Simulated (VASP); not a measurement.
SrTiO3, 5 atoms in the cell. The structure is tetragonal, space group P4/mmm (No. 123). The conventional cell has a = 3.976 Å, b = 3.976 Å, c = 3.884 Å, α = 90.00°, β = 90.00°, γ = 90.00°. Sr (site symmetry 4/mmm) has 12 O at 2.78 to 2.81 Å and 8 Ti at 3.42 Å within 3.7 Å. Ti (site symmetry 4/mmm) has 6 O at 1.94 to 1.99 Å within 2.6 Å. O (site symmetry mmm) has 2 Ti at 1.99 Å within 2.6 Å. Within 2.6 Å of O (site symmetry 4/mmm) lie 2 Ti at 1.94 Å.  This cell differs from its parent crystal: biaxial strain in the a-b plane: +1.5 %, then relaxed in part.

* Program: VASP 6.6.1
* Task: single point
* Functional: r2SCAN
* Potentials or basis: VASP PAW PBE potentials, release 64 (Sr_sv, Ti_sv, O)
* Cutoff: 520 eV
* k mesh: 6 × 6 × 6
* Occupations: gaussian, width 0.02 eV
* Spin: no spin polarisation
* Hubbard terms: Ti d U = 4.0 eV
* Dipole correction: no
* Further INCAR settings: ALGO = Normal; EDIFF = 1e-07; NBANDS = 28

Potentials or basis: VASP PAW PBE potentials, release 64 (Sr_sv, Ti_sv, O).

Run with:

```sh
$ cat potpaw_PBE.64/Sr_sv/POTCAR potpaw_PBE.64/Ti_sv/POTCAR potpaw_PBE.64/O/POTCAR > POTCAR
$ cp INCAR.step1 INCAR
$ mpirun -np 1 vasp_std > vasp.out
$ cp INCAR.step2 INCAR
$ mpirun -np 1 vasp_std > vasp.out
```

Hardware: 1 thread of Intel(R) Xeon(R) Platinum 8259CL CPU @ 2.50GHz (Skylake/Cascade Lake) (shared host).

**Question.** Estimate the wall time of this run.

**Answer.** Wall time 4.7 min on 1 thread of Intel(R) Xeon(R) Platinum 8259CL CPU @ 2.50GHz (Skylake/Cascade Lake) (shared host), peak memory 0.22 GiB. Counts: k points 40.
